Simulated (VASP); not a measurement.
# W (Im-3m) in VASP: further runs, part 2 of 2

VASP 6.6.1.

### Step 4. Relaxation of cell and atoms, PBEsol, target pressure 4 GPa, at which the enthalpy is minimised

Input file INCAR:

```
PREC = Accurate
ENCUT = 600
EDIFF = 1E-7
ISMEAR = -1
SIGMA = 0.08
LREAL = False
LASPH = True
NELM = 80
ALGO = Normal
ISIF = 3
LWAVE = False
LCHARG = False
GGA = PS
IBRION = 2
NSW = 100
EDIFFG = -0.002
PSTRESS = 40.0
```

Input file KPOINTS:

```
Automatic mesh
0
Gamma
  24 24 24
```

Input file POSCAR:

```
W
1.0
   -1.5770468706      1.5770468706      1.5770468706
    1.5770468706     -1.5770468706      1.5770468706
    1.5770468706      1.5770468706     -1.5770468706
W
1
Direct
    0.0000000000      0.0000000000      0.0000000000
```

Potentials or basis: VASP PAW PBE potentials, release 64 (W_sv).

Started as:

```bash
$ cat potpaw_PBE.64/W_sv/POTCAR > POTCAR
$ mpirun -np 1 vasp_std > vasp.out
```

OUTCAR:

```text
PREC = Accurate
   ENCUT = 600
   EDIFF = 1E-7
   ISMEAR = -1
   LREAL = False
   LASPH = True
   NELM = 80
   ISIF = 3
   GGA = PS
   IBRION = 2
   NSW = 100
   EDIFFG = -0.002
   PSTRESS = 40.0

 ion  position               nearest neighbor table
   1  0.000  0.000  0.000-

  LATTYP: Found a body centered cubic cell.
 ALAT       =     3.1540937412

  Lattice vectors:

 A1 = (  -1.5770468706,   1.5770468706,   1.5770468706)
 A2 = (   1.5770468706,  -1.5770468706,   1.5770468706)
 A3 = (   1.5770468706,   1.5770468706,  -1.5770468706)

Analysis of symmetry for initial positions (statically):
=====================================================================
 Subroutine PRICEL returns:
 Original cell was already a primitive cell.

 Routine SETGRP: Setting up the symmetry group for a
 body centered cubic supercell.

 Subroutine GETGRP returns: Found 48 space group operations
 (whereof 48 operations were pure point group operations)
 out of a pool of 48 trial point group operations.

The static configuration has the point symmetry O_h .

Analysis of symmetry for dynamics (positions and initial velocities):
[... 167 lines left out ...]
  in kB        7.2179979      7.2179979      7.2179979     -0.0000000      0.0000000      0.0000000
  external PRESSURE =     -32.7820021 kB  Pullay stress =      40.0000000 kB
[... 98 lines left out ...]
--------------------------------------- Ionic step        4  -------------------------------------------

 number of electron      14.0000000 magnetization

 Free energy of the ion-electron system (eV)
  ---------------------------------------------------
  ext. energy  EPLUGINS =         0.00000000
  ---------------------------------------------------
  free energy    TOTEN  =       -13.80859167 eV

  energy without entropy =      -13.79951550  energy(sigma->0) =      -13.80405358

 E-fermi :  11.6053     XC(G=0): -13.8755

 val. band max:       11.5939347686   @ k =   0.4167   0.0833   0.0417
 cond. band min:      11.6070744204   @ k =   0.1667   0.0000   0.0000
 fundamental gap:      0.0131396518
 Fermi energy:        11.6052727566

 k-point     1 :       0.0000    0.0000    0.0000
  band No.  band energies     occupation
      1     -62.5520      2.00000
      2     -26.0788      2.00000
      3     -26.0788      2.00000
      4     -26.0788      2.00000
      5       1.8037      2.00000
      6      10.2982      2.00000
      7      10.2982      2.00000
      8      10.2982      2.00000
      9      13.8520      0.00000
     10      13.8520      0.00000
     11      26.1553      0.00000
[... 309 lines left out ...]
 k-point    24 :       0.4583    0.0417    0.0000
  band No.  band energies     occupation
      1     -62.4046      2.00000
      2     -27.4485      2.00000
      3     -26.5321      2.00000
      4     -26.0978      2.00000
      5       5.2119      2.00000
      6       7.9197      2.00000
      7      12.0840      0.00503
      8      13.7467      0.00000
      9      14.8572      0.00000
     10      17.9486      0.00000
     11      22.9189      0.00000

 [... further k-points ...]

------------------------ aborting loop because EDIFF is reached ----------------------------------------

  FORCE on cell =-STRESS in cart. coord.  units (eV):
  Direction    XX          YY          ZZ          XY          YZ          ZX
  --------------------------------------------------------------------------------------
  -------------------------------------------------------------------------------------
  Total        0.3895206      0.3895206      0.3895206     -0.0000000     -0.0000000      0.0000000
  in kB       40.1716336     40.1716336     40.1716336     -0.0000000     -0.0000000      0.0000000
  external PRESSURE =       0.1716336 kB  Pullay stress =      40.0000000 kB
[... 20 lines left out ...]
  energy  without entropy=      -13.7995154985  energy(sigma->0) =      -13.80405358

  enthalpy is  TOTEN    =       -13.4207353034 eV   P V=        0.3878563638

 reached required accuracy - stopping structural energy minimisation
```

Run time: 2.4 min. Hardware: 1 thread of AMD EPYC 7R13 (Zen 3), shared host; peak memory 0.19 GiB.

Results:

```yaml
Free_energy: -13.8086 eV
Relaxed_volume: 15.54 Å³/atom
Relaxed_cell: a = 2.723 Å, b = 2.723 Å, c = 2.723 Å, α = 109.47°, β = 109.47°, γ = 109.47°
Space_group_after_relaxing_to_0.1_Å: Im-3m (No. 229)
Energy_change_on_relaxing_the_run_minimises_the_enthalpy: +2.3 meV/atom
Ionic_steps: 4
Pressure_after_relaxing: 4.0 GPa
Band_gap_on_the_k_mesh: zero (bands 7 and 8 overlap by 6.60 eV)
```

The path:
```csv
step,energy change (eV),largest force (eV/Å),pressure (GPa),volume (Å³)
1,0.0000,0.0000,0.72,15.69
2,0.0396,0.0000,17.64,14.97
3,0.0022,0.0000,3.95,15.54
4,0.0023,0.0000,4.02,15.54
```

Final structure:
```
CELL_PARAMETERS angstrom
-1.57188 1.57188 1.57188
1.57188 -1.57188 1.57188
1.57188 1.57188 -1.57188
ATOMIC_POSITIONS crystal
W 0.00000 0.00000 0.00000
```

Caveat: the cell is relaxed towards a set pressure, so the run minimises the enthalpy, not the energy; the PAW data sets were made with another functional, which shifts forces and pressure a little; spin-orbit coupling is left out, which moves the levels of the heavy elements.

### Step 5. Relaxation of cell and atoms, PBEsol, target pressure 7 GPa, at which the enthalpy is minimised

Input file INCAR:

```
SYSTEM = W
PREC = Accurate
ENCUT = 600
EDIFF = 1E-7
ISMEAR = -1
SIGMA = 0.08
LREAL = .FALSE.
LASPH = .TRUE.
NELM = 60
ALGO = Normal
ISIF = 3
LWAVE = .FALSE.
LCHARG = .FALSE.
GGA = PS
IBRION = 2
NSW = 100
EDIFFG = -0.002
PSTRESS = 70.0
```

Input file KPOINTS:

```
regular mesh
0
G
  24 24 24
  0 0 0
```

POSCAR is that of step 4.

Started as:

```bash
$ cat potpaw_PBE.64/W_sv/POTCAR > POTCAR
$ mpirun -np 1 vasp_std > vasp.out
```

Run time: 2.4 min. Hardware: 1 thread of AMD EPYC 7R13 (Zen 3), shared host; peak memory 0.19 GiB.

The run converged. Its results:

```yaml
Free_energy: -13.8041 eV
Relaxed_volume: 15.40 Å³/atom
Relaxed_cell: a = 2.715 Å, b = 2.715 Å, c = 2.715 Å, α = 109.47°, β = 109.47°, γ = 109.47°
Space_group_after_relaxing_to_0.1_Å: Im-3m (No. 229)
Energy_change_on_relaxing_the_run_minimises_the_enthalpy: +6.8 meV/atom
Ionic_steps: 4
Pressure_after_relaxing: 7.0 GPa
Band_gap_on_the_k_mesh: zero (bands 7 and 8 overlap by 6.67 eV)
```

Step by step:
```csv
step,energy change (eV),largest force (eV/Å),pressure (GPa),volume (Å³)
1,0.0000,0.0000,0.72,15.69
2,0.1459,0.0000,36.48,14.33
3,0.0064,0.0000,6.79,15.41
4,0.0068,0.0000,6.98,15.40
```

Final structure:
```xyz
1
Lattice="-1.5674 1.5674 1.5674 1.5674 -1.5674 1.5674 1.5674 1.5674 -1.5674" Properties=species:S:1:pos:R:3 pbc="T T T"
W     0.0000    3.1348    0.0000
```

Levels at points of the mesh, in eV from the Fermi level:
```csv
k point,band 5,band 6,band 7,band 8,band 9,band 10
"(0.00, 0.00, 0.00)",-9.85,-1.33,-1.33,-1.33,2.26,2.26
"(0.50, 0.00, 0.00)",-6.52,-3.76,0.76,2.18,3.19,6.39
"(0.50, 0.50, 0.50)",-6.13,-6.13,5.35,5.35,5.35,8.45
```

Caveat: the cell is relaxed towards a set pressure, so the run minimises the enthalpy, not the energy; the PAW data sets were made with another functional, which shifts forces and pressure a little; spin-orbit coupling is left out, which moves the levels of the heavy elements.

### Step 6. Relaxation of cell and atoms, PBEsol, target pressure 10 GPa, at which the enthalpy is minimised

Input file INCAR:

```
SYSTEM = W
  PREC = Accurate
  ENCUT = 600
  EDIFF = 1E-7
  ISMEAR = -1
  SIGMA = 0.08
  LREAL = .FALSE.
  LASPH = .TRUE.
  NELM = 60
  ALGO = Normal
  ISIF = 3
  LWAVE = .FALSE.
  LCHARG = .FALSE.
  GGA = PS
  IBRION = 2
  NSW = 100
  EDIFFG = -0.002
  PSTRESS = 100.0
```

Input file KPOINTS:

```
Automatic mesh
0
G
  24 24 24
  0 0 0
```

POSCAR is that of step 5.

Potentials or basis: VASP PAW PBE potentials, release 64 (W_sv).

Started as:

```bash
$ cat potpaw_PBE.64/W_sv/POTCAR > POTCAR
$ mpirun -np 1 vasp_std > vasp.out
```

OUTCAR:

```text
SYSTEM = W
   PREC = Accurate
   ENCUT = 600
   EDIFF = 1E-7
   ISMEAR = -1
   LREAL = .FALSE.
   LASPH = .TRUE.
   NELM = 60
   ISIF = 3
   GGA = PS
   IBRION = 2
   NSW = 100
   EDIFFG = -0.002
   PSTRESS = 100.0

 ion  position               nearest neighbor table
   1  0.000  0.000  0.000-

  LATTYP: Found a body centered cubic cell.
 ALAT       =     3.1540937412

  Lattice vectors:

 A1 = (  -1.5770468706,   1.5770468706,   1.5770468706)
 A2 = (   1.5770468706,  -1.5770468706,   1.5770468706)
 A3 = (   1.5770468706,   1.5770468706,  -1.5770468706)

Analysis of symmetry for initial positions (statically):
=====================================================================
 Subroutine PRICEL returns:
 Original cell was already a primitive cell.

 Routine SETGRP: Setting up the symmetry group for a
 body centered cubic supercell.

 Subroutine GETGRP returns: Found 48 space group operations
 (whereof 48 operations were pure point group operations)
 out of a pool of 48 trial point group operations.

The static configuration has the point symmetry O_h .

[... 167 lines left out ...]
  Total        0.0706806      0.0706806      0.0706806     -0.0000000      0.0000000      0.0000000
  in kB        7.2179979      7.2179979      7.2179979     -0.0000000      0.0000000      0.0000000
  external PRESSURE =     -92.7820021 kB  Pullay stress =     100.0000000 kB
[... 209 lines left out ...]
--------------------------------------- Ionic step        7  -------------------------------------------

 number of electron      13.9999999 magnetization

 Free energy of the ion-electron system (eV)
  ---------------------------------------------------
  ext. energy  EPLUGINS =         0.00000000
  ---------------------------------------------------
  free energy    TOTEN  =       -13.79724055 eV

  energy without entropy =      -13.78819429  energy(sigma->0) =      -13.79271742

 E-fermi :  11.8635     XC(G=0): -13.9723

 val. band max:       11.8620303219   @ k =  -0.2500   0.3333   0.1250
 cond. band min:      11.8850950517   @ k =  -0.4583   0.4583   0.2083
 fundamental gap:      0.0230647298
 Fermi energy:        11.8634638325

 k-point     1 :       0.0000    0.0000    0.0000
  band No.  band energies     occupation
      1     -62.2803      2.00000
      2     -25.7791      2.00000
      3     -25.7791      2.00000
      4     -25.7791      2.00000
      5       1.9611      2.00000
      6      10.5183      2.00000
      7      10.5183      2.00000
      8      10.5183      2.00000
      9      14.1431      0.00000
     10      14.1431      0.00000
     11      26.4427      0.00000
[... 309 lines left out ...]
 k-point    24 :       0.4583    0.0417    0.0000
  band No.  band energies     occupation
      1     -62.1213      2.00000
      2     -27.2268      2.00000
      3     -26.2568      2.00000
      4     -25.7999      2.00000
      5       5.3501      2.00000
      6       8.0851      2.00000
      7      12.3920      0.00270
      8      14.0486      0.00000
      9      15.1854      0.00000
     10      18.3565      0.00000
     11      23.4237      0.00000

 [... further k-points ...]

------------------------ aborting loop because EDIFF is reached ----------------------------------------

  FORCE on cell =-STRESS in cart. coord.  units (eV):
  Direction    XX          YY          ZZ          XY          YZ          ZX
  --------------------------------------------------------------------------------------
  -------------------------------------------------------------------------------------
  Total        0.9536799      0.9536799      0.9536799     -0.0000000     -0.0000000      0.0000000
  in kB      100.0354091    100.0354091    100.0354091     -0.0000000     -0.0000000      0.0000000
  external PRESSURE =       0.0354091 kB  Pullay stress =     100.0000000 kB
[... 20 lines left out ...]
  energy  without entropy=      -13.7881942932  energy(sigma->0) =      -13.79271742

  enthalpy is  TOTEN    =       -12.8438982025 eV   P V=        0.9533423440

 reached required accuracy - stopping structural energy minimisation
```

Wall time 3.6 min (1 thread of AMD EPYC 7R13 (Zen 3), shared host); peak memory 0.19 GiB.

What came out:

```
Free energy                                                : -13.7972 eV
Relaxed volume                                             : 15.27 Å³/atom
Relaxed cell                                               : a = 2.707 Å, b = 2.707 Å, c = 2.707 Å, α = 109.47°, β = 109.47°, γ = 109.47°
Space group after relaxing (to 0.1 Å)                      : Im-3m (No. 229)
Energy change on relaxing (the run minimises the enthalpy) : +13.6 meV/atom
Ionic steps                                                : 7
Pressure after relaxing                                    : 10.0 GPa
Band gap on the k mesh                                     : zero (bands 7 and 8 overlap by 6.75 eV)
```

Step by step:
```
step  energy change (eV)  largest force (eV/Å)  pressure (GPa)  volume (Å³)
   1              0.0000                0.0000            0.72        15.69
   2              0.3289                0.0000           59.10        13.72
   3              0.0124                0.0000            9.53        15.29
   4              0.0134                0.0000            9.94        15.28
   5              0.0139                0.0000           10.13        15.27
   6              0.0125                0.0000            9.58        15.29
   7              0.0136                0.0000           10.00        15.27
```

Final structure:
```xyz
1
Lattice="-1.5630 1.5630 1.5630 1.5630 -1.5630 1.5630 1.5630 1.5630 -1.5630" Properties=species:S:1:pos:R:3 pbc="T T T"
W     0.0000    0.0000    0.0000
```

Caveat: the cell is relaxed towards a set pressure, so the run minimises the enthalpy, not the energy; the PAW data sets were made with another functional, which shifts forces and pressure a little; spin-orbit coupling is left out, which moves the levels of the heavy elements.

### Step 7. Summary

| cell | gap on the mesh (eV) | pressure (GPa) |
| --- | --- | --- |
| relaxed to 1 GPa | none | 1.0 |
| relaxed to 2 GPa | none | 2.0 |
| relaxed to 4 GPa | none | 4.0 |
| relaxed to 7 GPa | none | 7.0 |
| relaxed to 10 GPa | none | 10.0 |

Alike in all rows: task relaxation of cell and atoms; level PBEsol; potentials or basis VASP PAW PBE potentials, release 64 (W_sv); no spin polarisation; k mesh 24 × 24 × 24; cutoff (eV) 600; smearing fermi-dirac 0.08 eV.

Caveats: the cell is relaxed towards a set pressure, so the run minimises the enthalpy, not the energy; the PAW data sets were made with another functional, which shifts forces and pressure a little; spin-orbit coupling is left out, which moves the levels of the heavy elements.

Total energies depend on the potentials used, so only differences within one code and one set of settings carry meaning.
